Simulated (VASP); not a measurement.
# Co (R-3m) in VASP: a series of runs

Runs on Co. Level: PBE. Tasks: single point.

Program: VASP 6.6.1. These are calculated values, not measurements. Logs are shortened: lines on timing, memory, paths and dates and some standing lists are left out, and cuts for length are marked.

### Step 1. The cell of the first run

It takes space group R-3m (No. 166, trigonal). The conventional cell has a = 2.422 Å, b = 2.422 Å, c = 12.670 Å, α = 90.00°, β = 90.00°, γ = 120.00°. Within 3.0 Å of Co (site symmetry 3m) lie 10 Co at 2.25 to 2.42 Å.

### Step 2. Single point, PBE

INCAR

```
SYSTEM = Co
PREC     = Accurate       ! precision mode
ENCUT    = 520            ! plane-wave cutoff, eV
EDIFF    = 1E-6           ! SCF threshold, eV
ISMEAR   = 0              ! smearing method
SIGMA    = 0.1            ! smearing width, eV
LREAL    = .FALSE.        ! projectors in reciprocal space
LASPH    = .TRUE.         ! aspherical terms in the spheres
NELM     = 80             ! most SCF steps
ALGO     = Normal         ! electronic algorithm
ISIF     = 2              ! what is computed and relaxed
LWAVE    = .FALSE.        ! write WAVECAR
LCHARG   = .FALSE.        ! write CHGCAR
GGA      = PE             ! functional
NBANDS   = 16             ! bands
```

KPOINTS

```
regular mesh
0
G
  9 9 9
  0 0 0
```

POSCAR

```
Co
1.0
    1.2110041826      0.6991735908      4.2234932883
   -1.2110041826      0.6991735908      4.2234932883
    0.0000000000     -1.3983471817      4.2234932883
Co
2
Direct
    0.0888241552      0.0888241552      0.0888241552
    0.9111758448      0.9111758448      0.9111758448
```

Potentials or basis: VASP PAW PBE potentials, release 64 (Co).

On the command line:

```bash
$ cat potpaw_PBE.64/Co/POTCAR > POTCAR
$ mpirun -np 1 vasp_std > vasp.out
```

OUTCAR:

```text
SYSTEM = Co
   PREC = Accurate
   ENCUT = 520
   EDIFF = 1E-6
   ISMEAR = 0
   LREAL = .FALSE.
   LASPH = .TRUE.
   NELM = 80
   ISIF = 2
   GGA = PE

 ion  position               nearest neighbor table
   1  0.089  0.089  0.089-   2 2.25   2 2.42   2 2.42   2 2.42
   2  0.911  0.911  0.911-   1 2.25   1 2.42   1 2.42   1 2.42

  LATTYP: Found a trigonal (rhomboedric) cell.
 ALAT       =     4.4489628451
 COS(alpha) =     0.8518151775

  Lattice vectors:

 A1 = (   1.2110041826,   0.6991735908,   4.2234932883)
 A2 = (  -1.2110041826,   0.6991735908,   4.2234932883)
 A3 = (   0.0000000000,  -1.3983471817,   4.2234932883)

Analysis of symmetry for initial positions (statically):
=====================================================================
 Subroutine PRICEL returns:
 Original cell was already a primitive cell.

 Routine SETGRP: Setting up the symmetry group for a
 trigonal (rhombohedral) supercell.

 Subroutine GETGRP returns: Found 12 space group operations
 (whereof 12 operations were pure point group operations)
 out of a pool of 12 trial point group operations.

The static configuration has the point symmetry D_3d.

Analysis of symmetry for dynamics (positions and initial velocities):
=====================================================================
 Subroutine PRICEL returns:
 Original cell was already a primitive cell.

 Routine SETGRP: Setting up the symmetry group for a
 trigonal (rhombohedral) supercell.

 Subroutine GETGRP returns: Found 12 space group operations
 (whereof 12 operations were pure point group operations)
 out of a pool of 12 trial point group operations.

The dynamic configuration has the point symmetry D_3d.

 Subroutine INISYM returns: Found 12 space group operations
 (whereof 12 operations are pure point group operations),
 and found     1 'primitive' translations

----------------------------------------------------------------------------------------

                                     Primitive cell

  volume of cell :      21.4562

  direct lattice vectors                    reciprocal lattice vectors
     1.211004183  0.699173591  4.223493288     0.412880490  0.238376662  0.078923609
    -1.211004183  0.699173591  4.223493288    -0.412880490  0.238376662  0.078923609
     0.000000000 -1.398347182  4.223493288     0.000000000 -0.476753324  0.078923609

  length of vectors
     4.448962845  4.448962845  4.448962845     0.483241832  0.483241832  0.483241832

  position of ions in fractional coordinates (direct lattice)
     0.088824155  0.088824155  0.088824155
     0.911175845  0.911175845  0.911175845

  ion indices of the primitive-cell ions
   primitive index   ion index
                 1           1
                 2           2

----------------------------------------------------------------------------------------

 KPOINTS: regular mesh

Automatic generation of k-mesh.
 Grid dimensions read from file:
 generate k-points for:    9    9    9

 Generating k-lattice:

  Cartesian coordinates                     Fractional coordinates (reciprocal lattice)
     0.045875610  0.026486296  0.008769290     0.111111111  0.000000000  0.000000000
    -0.045875610  0.026486296  0.008769290     0.000000000  0.111111111  0.000000000
     0.000000000 -0.052972592  0.008769290     0.000000000  0.000000000  0.111111111

  Length of vectors
     0.053693537  0.053693537  0.053693537

  Shift w.r.t. Gamma in fractional coordinates (k-lattice)
     0.000000000  0.000000000  0.000000000

 Subroutine IBZKPT returns following result:
 ===========================================

 Found     85 irreducible k-points:

 Following reciprocal coordinates:
            Coordinates               Weight
  0.000000  0.000000  0.000000      1.000000
  0.111111  0.000000  0.000000      6.000000
  0.222222 -0.000000 -0.000000      6.000000
  0.333333  0.000000  0.000000      6.000000
  0.444444 -0.000000 -0.000000      6.000000
  0.111111  0.111111  0.000000      6.000000
[... 16 lines left out ...]
 -0.333333  0.333333  0.000000      6.000000
  0.444444  0.444444 -0.000000      6.000000
 [... further k-points ...]
   k-points           NKPTS =     85   k-points in BZ     NKDIM =     85   number of bands    NBANDS=     16
   number of dos      NEDOS =    301   number of ions     NIONS =      2
   total plane-waves  NPLWV =  46656
   dimension x,y,z NGX =    36 NGY =   36 NGZ =   36
   dimension x,y,z NGXF=    72 NGYF=   72 NGZF=   72
   ions per type =               2
   NGX,Y,Z   is equivalent  to a cutoff of  13.45, 13.45, 13.45 a.u.
   NGXF,Y,Z  is equivalent  to a cutoff of  26.90, 26.90, 26.90 a.u.
 SYSTEM =  Co
   PREC   = accura    normal or accurate (medium, high low for compatibility)
   ISTART =      0    job   : 0-new  1-cont  2-samecut
   ICHARG =      2    charge: 1-file 2-atom 10-const
   ISPIN  =      1    spin polarized calculation?
   LNONCOLLINEAR =      F non collinear calculations
   LSORBIT =      F    spin-orbit coupling
   LASPH  =      T    aspherical Exc in radial PAW
   ENCUT  =  520.0 eV  38.22 Ry    6.18 a.u.   8.27  8.27  8.27*2*pi/ulx,y,z
   NELM   =     80;   NELMIN=  2; NELMDL= -5     # of ELM steps
   EDIFF  = 0.1E-05   stopping-criterion for ELM
   LREAL  =      F    real-space projection
   EDIFFG = 0.1E-04   stopping-criterion for IOM
   NSW    =      0    number of steps for IOM
   IBRION =     -1    ionic relax: 0-MD 1-quasi-New 2-CG
   NFREE  =      0    steps in history (QN), initial steepest desc. (CG)
   ISIF   =      2    stress and relaxation
   ISYM   =      2    0-nonsym 1-usesym 2-fastsym
   POTIM  = 0.5000    time-step for ionic-motion
   TEBEG  =    0.0;   TEEND  =   0.0 temperature during run
   PSTRESS=    0.0 pullay stress
   NELECT =      18.0000    total number of electrons
   NUPDOWN=      -1.0000    fix difference up-down
   EMIN   =  10.00;   EMAX   =-10.00  energy-range for DOS
   EFERMI =   0.00;   METHOD = LEGACY
   ISMEAR =     0;   SIGMA  =   0.10  broadening in eV -4-tet -1-fermi 0-gaus
   EFERMI_NEDOS =   21; number of points for ismear=-14 and -15
   IALGO  =     38    algorithm
   IMIX   =      4    mixing-type and parameters
     AMIX     =   0.40;   BMIX     =  1.00
     AMIX_MAG =   1.60;   BMIX_MAG =  1.00
  volume/ion in A,a.u.               =      10.73        72.40
  Fermi-wavevector in a.u.,A,eV,Ry     =   1.544002  2.917740 32.435488  2.383941
  Thomas-Fermi vector in A             =   2.649585
   LORBIT       =      0    0 simple, 1 ext, 2 COOP (PROOUT), +10 PAW based schemes
   GGA     = PE    functional components
   LHFCALC =     F    Hartree Fock is set to
   AEXX    =    0.0000 exact exchange contribution
   IVDW    =     0    specifies the selected vdW correction
   LEPSILON=     F    determine dielectric tensor
   LRPA    =     F    only Hartree local field effects (RPA)
 non-spin polarized calculation
 Gauss-broadening in eV      SIGMA  =   0.10
  energy-cutoff  :      520.00
  volume of cell :       21.46
 maximum number of plane-waves:       603
 NGX is ok and might be reduce to    36
   NGX = 17   NGY = 17   NGZ = 17

 number of electron      17.9999999 magnetization

 Free energy of the ion-electron system (eV)
  ---------------------------------------------------
  ext. energy  EPLUGINS =         0.00000000
  ---------------------------------------------------
  free energy    TOTEN  =       -13.27482377 eV

  energy without entropy =      -13.25447803  energy(sigma->0) =      -13.26465090

 E-fermi :  10.2298     XC(G=0): -13.4487

 val. band max:       10.2096717196   @ k =   0.3333   0.1111   0.0000
 cond. band min:      10.2355802898   @ k =  -0.2222  -0.2222   0.1111
 fundamental gap:      0.0259085702
 Fermi energy:        10.2298101203

 k-point     1 :       0.0000    0.0000    0.0000
  band No.  band energies     occupation
      1       1.4598      2.00000
      2       5.8434      2.00000
      3       7.4279      2.00000
      4       8.5878      2.00000
      5       8.5878      2.00000
      6       8.6037      2.00000
[... 8 lines left out ...]
     15      34.5742      0.00000
     16      34.9826      0.00000

 k-point     2 :       0.1111    0.0000    0.0000
  band No.  band energies     occupation
      1       1.9285      2.00000
      2       6.1734      2.00000
      3       7.5248      2.00000
      4       8.1694      2.00000
      5       8.4399      2.00000
      6       8.6242      2.00000
[... 8 lines left out ...]
     15      33.0266      0.00000
     16      34.6346      0.00000

 k-point     3 :       0.2222   -0.0000   -0.0000
  band No.  band energies     occupation
      1       3.2253      2.00000
      2       6.7564      2.00000
      3       7.1614      2.00000
      4       7.6818      2.00000
      5       8.0210      2.00000
      6       8.7057      2.00000
[... 8 lines left out ...]
     15      29.4519      0.00000
     16      32.5620      0.00000

 k-point     4 :       0.3333    0.0000    0.0000
  band No.  band energies     occupation
      1       4.8300      2.00000
      2       6.2651      2.00000
      3       6.8890      2.00000
      4       7.7705      2.00000
      5       8.0846      2.00000
      6       9.3449      2.00000
[... 8 lines left out ...]
     15      25.6476      0.00000
     16      30.6535      0.00000
[... 324 lines left out ...]
 k-point    22 :      -0.4444    0.3333    0.0000
  band No.  band energies     occupation
      1       6.5434      2.00000
      2       6.8467      2.00000
      3       6.9156      2.00000
      4       7.4040      2.00000
      5       7.7823      2.00000
      6       8.7720      2.00000
[... 8 lines left out ...]
     15      20.7253      0.00000
     16      26.5310      0.00000

 k-point    23 :      -0.3333    0.3333    0.0000
  band No.  band energies     occupation
      1       6.7421      2.00000
      2       6.9505      2.00000
      3       7.3446      2.00000
      4       7.4041      2.00000
      5       7.4629      2.00000
      6       9.0053      2.00000
[... 8 lines left out ...]
     15      20.5266      0.00000
     16      24.4874      0.00000

 k-point    24 :       0.4444    0.4444   -0.0000
  band No.  band energies     occupation
      1       5.8051      2.00000
      2       6.2853      2.00000
      3       6.7384      2.00000
      4       7.1637      2.00000
      5       8.5840      2.00000
      6       8.9101      2.00000
[... 8 lines left out ...]
     15      25.9075      0.00000
     16      26.9386      0.00000

 [... further k-points ...]
[... 5 lines left out ...]
  --------------------------------------------------------------------------------------
  -------------------------------------------------------------------------------------
  Total       -0.0909532     -0.0909532     -0.1273889     -0.0000000      0.0000000      0.0000000
  in kB       -6.7916395     -6.7916395     -9.5123654     -0.0000000      0.0000000      0.0000000
  external PRESSURE =      -7.6985481 kB  Pullay stress =       0.0000000 kB

 VOLUME and BASIS-vectors are now :
 -----------------------------------------------------------------------------
  energy-cutoff  :      520.00
  volume of cell :       21.46
      direct lattice vectors                 reciprocal lattice vectors
     1.211004183  0.699173591  4.223493288     0.412880490  0.238376662  0.078923609
    -1.211004183  0.699173591  4.223493288    -0.412880490  0.238376662  0.078923609
     0.000000000 -1.398347182  4.223493288     0.000000000 -0.476753324  0.078923609

 POSITION                                       TOTAL-FORCE (eV/Angst)
 -----------------------------------------------------------------------------------
      0.00000     -0.00000      1.12544         0.000000      0.000000     -0.010463
      0.00000     -0.00000     11.54504         0.000000     -0.000000      0.010463
 -----------------------------------------------------------------------------------
    total drift:                               -0.000000     -0.000000      0.000000

  FREE ENERGIE OF THE ION-ELECTRON SYSTEM (eV)
  ---------------------------------------------------
  free  energy   TOTEN  =       -13.2748237710 eV

  energy  without entropy=      -13.2544780318  energy(sigma->0) =      -13.26465090
```

Wall time 2.5 min (1 thread of Intel Xeon 8259CL, shared host); peak memory 0.18 GiB.

Results:

```yaml
Free_energy: -13.2748 eV
Pressure: -0.8 GPa
Largest_force: 0.010 eV/Å
Band_gap_on_the_k_mesh: zero (bands 9 and 10 overlap by 1.31 eV)
```

Forces on the atoms (eV/Å):
```
Co   0.000  0.000 -0.010
Co   0.000  0.000  0.010
```

Stress tensor (GPa, compression positive):
```
-0.68  0.00  0.00
 0.00 -0.68  0.00
 0.00  0.00 -0.95
```

Caveat: the run has no spin polarisation, though such a crystal can be magnetic. Spin polarisation is off, so any magnetic state and its effect on volume and gap are missing.

### Step 3. Single point, PBE, collinear spin, ferromagnetic start

This run uses another cell than the first one, of 12.60 Å³/atom.

INCAR

```
SYSTEM = Co
  PREC = Accurate
  ENCUT = 520
  EDIFF = 1E-6
  ISMEAR = 0
  SIGMA = 0.1
  LREAL = .FALSE.
  LASPH = .TRUE.
  NELM = 150
  ALGO = Normal
  ISIF = 2
  LWAVE = .FALSE.
  LCHARG = .FALSE.
  ISPIN = 2
  MAGMOM = 3 3
  LORBIT = 11
  LMAXMIX = 4
  GGA = PE
  NBANDS = 20
```

KPOINTS is that of step 2.

POSCAR

```
Co
1.0
    1.4481836629      0.8361092276      3.4677681311
   -1.4481836629      0.8361092276      3.4677681311
    0.0000000000     -1.6722184552      3.4677681311
Co
2
Direct
    0.0577000000      0.0577000000      0.0577000000
    0.9423000000      0.9423000000      0.9423000000
```

Potentials or basis: VASP PAW PBE potentials, release 64 (Co).

On the command line:

```bash
$ cat potpaw_PBE.64/Co/POTCAR > POTCAR
$ mpirun -np 1 vasp_std > vasp.out
```

Wall time 5.3 min (1 thread of Intel Xeon 8259CL, shared host); peak memory 0.19 GiB.

Results (log left out):

| Item | Value |
| --- | --- |
| Free energy | -1.0388 eV |
| Pressure | 43.0 GPa |
| Largest force | 23.657 eV/Å |
| Net moment | 1.78 μB per cell |
| Site moments | Co +0.84 μB |

Forces on the atoms (eV/Å):
```
Co    0.000   0.000  23.657
Co    0.000   0.000 -23.657
```

Stress tensor (GPa, compression positive):
```
-15.97   0.00   0.00
  0.00 -15.97   0.00
  0.00   0.00 161.00
```

Levels at points of the mesh, in eV from the Fermi level:
Spin up:
```tsv
k point	band 8	band 9	band 10	band 11	band 12	band 13
(0.00, 0.00, 0.00)	-1.15	-1.15	0.17	0.17	6.55	8.04
```
Spin down:
| k point | band 6 | band 7 | band 8 | band 9 | band 10 | band 11 |
| --- | --- | --- | --- | --- | --- | --- |
| (0.00, 0.00, 0.00) | -4.18 | -3.42 | -0.06 | -0.06 | 1.07 | 1.07 |

Caveat: atoms lie so close that the PAW spheres overlap strongly, which falsifies energies and pressures; the stress differs along the axes, from -16 to 161 GPa; forces of over 1 eV/Å act on the atoms, so gaps and moduli don't describe the material at rest.

The gap in the log of VASP goes by the Fermi energy; the results here count the filled bands.